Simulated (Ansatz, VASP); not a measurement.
# Mo in VASP and in Ansatz

```xyz
1
Lattice="3.0091 0.0000 0.0000 -1.5045 2.1321 0.0000 0.0000 0.0000 2.5552" Properties=species:S:1:pos:R:3 pbc="T T T"
Mo    0.0000    0.0000    1.2776
```

Change from the starting cell: strain +0.1000 x Voigt [1, -1, 0, 0, 0, 0], atoms carried along.

Alike in both runs: task single point; functional r2SCAN; k mesh 18 × 18 × 18; occupations gaussian, width 0.15 eV; no spin polarisation.

|  | VASP | Ansatz |
| --- | --- | --- |
| version | VASP 6.6.1 | Ansatz 0.2.0 |
| potentials or method | VASP PAW PBE potentials, release 64 (Mo_sv), cutoff 520 eV | scalar-relativistic, plane waves, PAW |
| valence electrons in the cell | 14 | 14 |

```tsv
	VASP	Ansatz	Ansatz less VASP
gap on the k mesh at the Fermi level (eV)	none	none	-
pressure (GPa)	6.4	5.3	-1.15
traceless stress, the component that is largest in VASP (GPa)	6.91	6.84	-0.077
```

VASP's potentials were made for PBE, not for r2SCAN. A gap of «none» marks a metal or a gap that the smearing closes.
